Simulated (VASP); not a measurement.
# MgSnSb2 (P-4m2) in VASP: single point with HSE06

Aim: the single point of MgSnSb2 with HSE06.

Program: VASP 6.6.1. These are calculated values, not measurements. Logs are shortened: lines on timing, memory, paths and dates and some standing lists are left out, and cuts for length are marked.

## Step 1: The cell of the first run

The structure is tetragonal, space group P-4m2 (No. 115). Conventional cell: a = 4.613 Å, b = 4.613 Å, c = 6.500 Å, α = 90.00°, β = 90.00°, γ = 90.00°. Mg (site symmetry -4m2) has 4 Sb at 2.80 Å within 3.7 Å. Within 3.7 Å of Sb (site symmetry 2mm) lie 2 Mg at 2.80 Å and 2 Sn at 2.85 Å. Sn (site symmetry -4m2) has 4 Sb at 2.85 Å within 3.7 Å.

## Step 2: Single point, HSE06

POSCAR

```
MgSnSb2
1.0
    4.6132641421      0.0000000000      0.0000000000
    0.0000000000      4.6132641421      0.0000000000
    0.0000000000      0.0000000000      6.5000477434
Mg Sb Sn
1 2 1
Direct
    0.0000000000      0.0000000000      0.0000000000
    0.0000000000      0.5000000000      0.2435090769
    0.5000000000      0.0000000000      0.7564909231
    0.5000000000      0.5000000000      0.5000000000
```

INCAR.step1

```
PREC = Accurate
ENCUT = 520
EDIFF = 1E-5
ISMEAR = -1
SIGMA = 0.02
LREAL = False
LASPH = True
NELM = 100
ALGO = Normal
ISIF = 2
LWAVE = True
GGA = PE
NBANDS = 21
```

INCAR.step2

```
PREC = Accurate
ENCUT = 520
EDIFF = 1E-6
ISMEAR = -1
SIGMA = 0.02
LREAL = False
LASPH = True
NELM = 100
ALGO = Normal
ISIF = 2
LWAVE = False
LCHARG = True
GGA = PE
LHFCALC = True
HFSCREEN = 0.2079
PRECFOCK = Normal
LELF = True
LVHAR = True
ISTART = 1
NBANDS = 21
```

KPOINTS

```
Automatic mesh
0
Gamma
  4 4 2
```

Potentials or basis: VASP PAW PBE potentials, release 64 (Mg, Sb, Sn_d).

Started as:

```bash
$ cat potpaw_PBE.64/Mg/POTCAR potpaw_PBE.64/Sb/POTCAR potpaw_PBE.64/Sn_d/POTCAR > POTCAR
$ cp INCAR.step1 INCAR
$ mpirun -np 1 vasp_std > vasp.out
$ cp INCAR.step2 INCAR
$ mpirun -np 1 vasp_std > vasp.out
```

OUTCAR:

```text
PREC = Accurate
   ENCUT = 520
   EDIFF = 1E-6
   ISMEAR = -1
   LREAL = False
   LASPH = True
   NELM = 100
   ISIF = 2
   GGA = PE
   LHFCALC = True
   HFSCREEN = 0.2079
   PRECFOCK = Normal
   ISTART = 1

 ion  position               nearest neighbor table
   1  0.000  0.000  0.000-   2 2.80   3 2.80   2 2.80   3 2.80
   2  0.000  0.500  0.244-   1 2.80   1 2.80   4 2.85   4 2.85
   3  0.500  0.000  0.756-   1 2.80   1 2.80   4 2.85   4 2.85
   4  0.500  0.500  0.500-   2 2.85   3 2.85   3 2.85   2 2.85

  LATTYP: Found a simple tetragonal cell.
 ALAT       =     4.6132641421
 C/A-ratio  =     1.4089910188

  Lattice vectors:

 A1 = (   4.6132641421,   0.0000000000,   0.0000000000)
 A2 = (   0.0000000000,   4.6132641421,   0.0000000000)
 A3 = (   0.0000000000,   0.0000000000,   6.5000477434)

Analysis of symmetry for initial positions (statically):
=====================================================================
 Subroutine PRICEL returns:
 Original cell was already a primitive cell.

 Routine SETGRP: Setting up the symmetry group for a
 simple tetragonal supercell.

 Subroutine GETGRP returns: Found  8 space group operations
 (whereof  8 operations were pure point group operations)
 out of a pool of 16 trial point group operations.

The static configuration has the point symmetry D_2d.

Analysis of symmetry for dynamics (positions and initial velocities):
=====================================================================
 Subroutine PRICEL returns:
 Original cell was already a primitive cell.

 Routine SETGRP: Setting up the symmetry group for a
 simple tetragonal supercell.

 Subroutine GETGRP returns: Found  8 space group operations
 (whereof  8 operations were pure point group operations)
 out of a pool of 16 trial point group operations.

The dynamic configuration has the point symmetry D_2d.

 Subroutine INISYM returns: Found  8 space group operations
 (whereof  8 operations are pure point group operations),
 and found     1 'primitive' translations

----------------------------------------------------------------------------------------

                                     Primitive cell

  volume of cell :     138.3354

  direct lattice vectors                    reciprocal lattice vectors
     4.613264142  0.000000000  0.000000000     0.216766257  0.000000000  0.000000000
     0.000000000  4.613264142  0.000000000     0.000000000  0.216766257  0.000000000
     0.000000000  0.000000000  6.500047743     0.000000000  0.000000000  0.153845024

  length of vectors
     4.613264142  4.613264142  6.500047743     0.216766257  0.216766257  0.153845024

  position of ions in fractional coordinates (direct lattice)
     0.000000000  0.000000000  0.000000000
     0.000000000  0.500000000  0.243509077
     0.500000000  0.000000000  0.756490923
     0.500000000  0.500000000  0.500000000

  ion indices of the primitive-cell ions
   primitive index   ion index
                 1           1
                 2           2
                 3           3
                 4           4

----------------------------------------------------------------------------------------

 KPOINTS: Automatic mesh

Automatic generation of k-mesh.
 Grid dimensions read from file:
 generate k-points for:    4    4    2

 Generating k-lattice:

  Cartesian coordinates                     Fractional coordinates (reciprocal lattice)
     0.054191564  0.000000000  0.000000000     0.250000000  0.000000000  0.000000000
     0.000000000  0.054191564  0.000000000     0.000000000  0.250000000  0.000000000
     0.000000000  0.000000000  0.076922512     0.000000000  0.000000000  0.500000000

  Length of vectors
     0.054191564  0.054191564  0.076922512

  Shift w.r.t. Gamma in fractional coordinates (k-lattice)
     0.000000000  0.000000000  0.000000000

 Subroutine IBZKPT returns following result:
 ===========================================

 Found     12 irreducible k-points:

 Following reciprocal coordinates:
            Coordinates               Weight
  0.000000  0.000000  0.000000      1.000000
  0.250000  0.000000  0.000000      4.000000
  0.500000  0.000000  0.000000      2.000000
  0.250000  0.250000  0.000000      4.000000
  0.500000  0.250000  0.000000      4.000000
  0.500000  0.500000  0.000000      1.000000
  0.000000  0.000000  0.500000      1.000000
  0.250000  0.000000  0.500000      4.000000
  0.500000  0.000000  0.500000      2.000000
  0.250000  0.250000  0.500000      4.000000
  0.500000  0.250000  0.500000      4.000000
  0.500000  0.500000  0.500000      1.000000
   k-points           NKPTS =     12   k-points in BZ     NKDIM =     32   number of bands    NBANDS=     21
   number of dos      NEDOS =    301   number of ions     NIONS =      4
   total plane-waves  NPLWV =  62208
   dimension x,y,z NGX =    36 NGY =   36 NGZ =   48
   dimension x,y,z NGXF=    72 NGYF=   72 NGZF=   96
   ions per type =               1   2   1
   NGX,Y,Z   is equivalent  to a cutoff of  12.97, 12.97, 12.28 a.u.
   NGXF,Y,Z  is equivalent  to a cutoff of  25.95, 25.95, 24.55 a.u.
 SYSTEM =  unknown system
   PREC   = accura    normal or accurate (medium, high low for compatibility)
   ISTART =      1    job   : 0-new  1-cont  2-samecut
   ICHARG =      0    charge: 1-file 2-atom 10-const
   ISPIN  =      1    spin polarized calculation?
   LNONCOLLINEAR =      F non collinear calculations
   LSORBIT =      F    spin-orbit coupling
   LASPH  =      T    aspherical Exc in radial PAW
   ENCUT  =  520.0 eV  38.22 Ry    6.18 a.u.   8.58  8.58 12.09*2*pi/ulx,y,z
   NELM   =    100;   NELMIN=  2; NELMDL=  0     # of ELM steps
   EDIFF  = 0.1E-05   stopping-criterion for ELM
   LREAL  =      F    real-space projection
   EDIFFG = 0.1E-04   stopping-criterion for IOM
   NSW    =      0    number of steps for IOM
   IBRION =     -1    ionic relax: 0-MD 1-quasi-New 2-CG
   NFREE  =      0    steps in history (QN), initial steepest desc. (CG)
   ISIF   =      2    stress and relaxation
   ISYM   =      3    0-nonsym 1-usesym 2-fastsym
   POTIM  = 0.5000    time-step for ionic-motion
   TEBEG  =    0.0;   TEEND  =   0.0 temperature during run
   PSTRESS=    0.0 pullay stress
   NELECT =      26.0000    total number of electrons
   NUPDOWN=      -1.0000    fix difference up-down
   EMIN   =  10.00;   EMAX   =-10.00  energy-range for DOS
   EFERMI =   0.00;   METHOD = LEGACY
   ISMEAR =    -1;   SIGMA  =   0.02  broadening in eV -4-tet -1-fermi 0-gaus
   EFERMI_NEDOS =   21; number of points for ismear=-14 and -15
   IALGO  =     38    algorithm
   IMIX   =      1    mixing-type and parameters
     AMIX     =   0.40;   BMIX     =  1.00
     AMIX_MAG =   1.60;   BMIX_MAG =  1.00
  volume/ion in A,a.u.               =      34.58       233.38
  Fermi-wavevector in a.u.,A,eV,Ry     =   0.937752  1.772095 11.964687  0.879380
  Thomas-Fermi vector in A             =   2.064895
   LORBIT       =      0    0 simple, 1 ext, 2 COOP (PROOUT), +10 PAW based schemes
   GGA     = PE    functional components
   LHFCALC =     T    Hartree Fock is set to
   PRECFOCK=normal    Normal, Fast or Accurate (Low or Medium for compatibility)
   ENCUT4O =  -1.0   cutoff for four orbital integrals eV
   NKREDX  =     1    reduce k-point grid by
   NKREDY  =     1    reduce k-point grid by
   NKREDZ  =     1    reduce k-point grid by
   AEXX    =    0.2500 exact exchange contribution
   HFSCREEN=    0.2079 screening length (either q_TF or 0.3 A-1)
   HFSCREENC=   0.2079 screening length for correlation (either q_TF or 0.3 A-1)
   ENCUTFOCK=  -1.0 apply spherical cutoff to Coloumb kernel
   IVDW    =     0    specifies the selected vdW correction
   LEPSILON=     F    determine dielectric tensor
   LRPA    =     F    only Hartree local field effects (RPA)
 non-spin polarized calculation
  energy-cutoff  :      520.00
  volume of cell :      138.34
 maximum number of plane-waves:      3752
 NGX is ok and might be reduce to    36
  NGX = 28; NGY = 28; NGZ = 40

 number of electron      26.0000006 magnetization

 Free energy of the ion-electron system (eV)
  ---------------------------------------------------
  ext. energy  EPLUGINS =         0.00000000
  ---------------------------------------------------
  free energy    TOTEN  =       -16.95739085 eV

  energy without entropy =      -16.95736852  energy(sigma->0) =      -16.95737968

 E-fermi :   3.6382     XC(G=0):  -6.9330

 val. band max:        3.4877788758   @ k =   0.0000   0.0000   0.0000
 cond. band min:       3.7754106013   @ k =   0.0000   0.0000   0.0000
 fundamental gap:      0.2876317256
 Fermi energy:         3.6382326509

 k-point     1 :       0.0000    0.0000    0.0000
  band No.  band energies     occupation
      1     -20.1906      2.00000
      2     -20.1906      2.00000
      3     -20.1849      2.00000
      4     -20.1700      2.00000
      5     -20.1410      2.00000
      6      -8.0659      2.00000
[... 13 lines left out ...]
     20      10.4596      0.00000
     21      12.0644      0.00000

 k-point     2 :       0.2500    0.0000    0.0000
  band No.  band energies     occupation
      1     -20.1942      2.00000
      2     -20.1904      2.00000
      3     -20.1803      2.00000
      4     -20.1689      2.00000
      5     -20.1419      2.00000
      6      -7.7129      2.00000
[... 13 lines left out ...]
     20      10.6649      0.00000
     21      11.1019      0.00000

 k-point     3 :       0.5000    0.0000    0.0000
  band No.  band energies     occupation
      1     -20.1967      2.00000
      2     -20.1903      2.00000
      3     -20.1776      2.00000
      4     -20.1670      2.00000
      5     -20.1428      2.00000
      6      -7.1120      2.00000
[... 13 lines left out ...]
     20       9.8798      0.00000
     21       9.9086      0.00000

 k-point     4 :       0.2500    0.2500    0.0000
  band No.  band energies     occupation
      1     -20.1943      2.00000
      2     -20.1936      2.00000
      3     -20.1752      2.00000
      4     -20.1685      2.00000
      5     -20.1428      2.00000
      6      -7.3466      2.00000
[... 13 lines left out ...]
     20       9.5439      0.00000
     21      10.3205      0.00000

 k-point     5 :       0.5000    0.2500    0.0000
  band No.  band energies     occupation
      1     -20.1965      2.00000
      2     -20.1937      2.00000
      3     -20.1720      2.00000
      4     -20.1671      2.00000
      5     -20.1437      2.00000
      6      -6.6931      2.00000
[... 13 lines left out ...]
     20      10.6111      0.00000
     21      11.5959      0.00000

 k-point     6 :       0.5000    0.5000    0.0000
  band No.  band energies     occupation
      1     -20.1964      2.00000
      2     -20.1964      2.00000
      3     -20.1672      2.00000
      4     -20.1671      2.00000
      5     -20.1447      2.00000
      6      -5.9103      2.00000
[... 13 lines left out ...]
     20      12.2363      0.00000
     21      12.9039      0.00000

 k-point     7 :       0.0000    0.0000    0.5000
  band No.  band energies     occupation
      1     -20.1906      2.00000
      2     -20.1906      2.00000
      3     -20.1848      2.00000
      4     -20.1699      2.00000
      5     -20.1410      2.00000
      6      -7.7665      2.00000
[... 13 lines left out ...]
     20       9.9408      0.00000
     21      10.7301      0.00000

 k-point     8 :       0.2500    0.0000    0.5000
  band No.  band energies     occupation
      1     -20.1942      2.00000
      2     -20.1905      2.00000
      3     -20.1803      2.00000
      4     -20.1688      2.00000
      5     -20.1419      2.00000
      6      -7.4556      2.00000
[... 13 lines left out ...]
     20       9.6593      0.00000
     21       9.7766      0.00000

 k-point     9 :       0.5000    0.0000    0.5000
  band No.  band energies     occupation
      1     -20.1968      2.00000
      2     -20.1903      2.00000
      3     -20.1776      2.00000
      4     -20.1670      2.00000
      5     -20.1428      2.00000
      6      -7.0363      2.00000
[... 13 lines left out ...]
     20      10.4257      0.00000
     21      10.5839      0.00000

 k-point    10 :       0.2500    0.2500    0.5000
  band No.  band energies     occupation
      1     -20.1943      2.00000
      2     -20.1936      2.00000
      3     -20.1752      2.00000
      4     -20.1685      2.00000
      5     -20.1428      2.00000
      6      -7.1140      2.00000
[... 13 lines left out ...]
     20       9.5448      0.00000
     21       9.8215      0.00000

 k-point    11 :       0.5000    0.2500    0.5000
  band No.  band energies     occupation
      1     -20.1966      2.00000
      2     -20.1937      2.00000
      3     -20.1719      2.00000
      4     -20.1671      2.00000
      5     -20.1437      2.00000
      6      -6.6252      2.00000
[... 13 lines left out ...]
     20      10.0115      0.00000
     21      10.9932      0.00000

 k-point    12 :       0.5000    0.5000    0.5000
  band No.  band energies     occupation
      1     -20.1964      2.00000
      2     -20.1964      2.00000
      3     -20.1672      2.00000
      4     -20.1670      2.00000
      5     -20.1447      2.00000
      6      -5.8864      2.00000
[... 13 lines left out ...]
     20       9.6036      0.00000
     21       9.8207      0.00000

------------------------ aborting loop because EDIFF is reached ----------------------------------------

  FORCE on cell =-STRESS in cart. coord.  units (eV):
  Direction    XX          YY          ZZ          XY          YZ          ZX
  --------------------------------------------------------------------------------------
  -------------------------------------------------------------------------------------
  Total       -0.3752329     -0.3752329     -0.3580759      0.0000000      0.0000000      0.0000000
  in kB       -4.3458860     -4.3458860     -4.1471762      0.0000000      0.0000000      0.0000000
  external PRESSURE =      -4.2796494 kB  Pullay stress =       0.0000000 kB

 VOLUME and BASIS-vectors are now :
 -----------------------------------------------------------------------------
  energy-cutoff  :      520.00
  volume of cell :      138.34
      direct lattice vectors                 reciprocal lattice vectors
     4.613264142  0.000000000  0.000000000     0.216766257  0.000000000  0.000000000
     0.000000000  4.613264142  0.000000000     0.000000000  0.216766257  0.000000000
     0.000000000  0.000000000  6.500047743     0.000000000  0.000000000  0.153845024

 POSITION                                       TOTAL-FORCE (eV/Angst)
 -----------------------------------------------------------------------------------
      0.00000      0.00000      0.00000        -0.000000      0.000000      0.000000
      0.00000      2.30663      1.58282         0.000000      0.000000      0.014151
      2.30663      0.00000      4.91723         0.000000      0.000000     -0.014151
      2.30663      2.30663      3.25002         0.000000      0.000000      0.000000
 -----------------------------------------------------------------------------------
    total drift:                               -0.000000     -0.000000      0.000004

  FREE ENERGIE OF THE ION-ELECTRON SYSTEM (eV)
  ---------------------------------------------------
  free  energy   TOTEN  =       -16.9573908470 eV

  energy  without entropy=      -16.9573685226  energy(sigma->0) =      -16.95737968
```

Run time: 57 min. Hardware: 1 thread of Intel Xeon 8259CL, shared host; peak memory 0.41 GiB.

Results:

| Quantity | Value |
| --- | --- |
| Free energy | -16.9574 eV |
| Pressure | -0.4 GPa |
| Largest force | 0.014 eV/Å |
| Band gap on the k mesh | 0.29 eV |

Forces on the atoms (eV/Å):
```
Mg   0.000  0.000  0.000
Sb   0.000  0.000  0.014
Sb   0.000  0.000 -0.014
Sn   0.000  0.000  0.000
```

Caveat: the k points lie up to 0.48 Å⁻¹ apart; the PAW data sets were made with another functional, which shifts forces and pressure a little; spin-orbit coupling is left out, which moves the levels of the heavy elements.
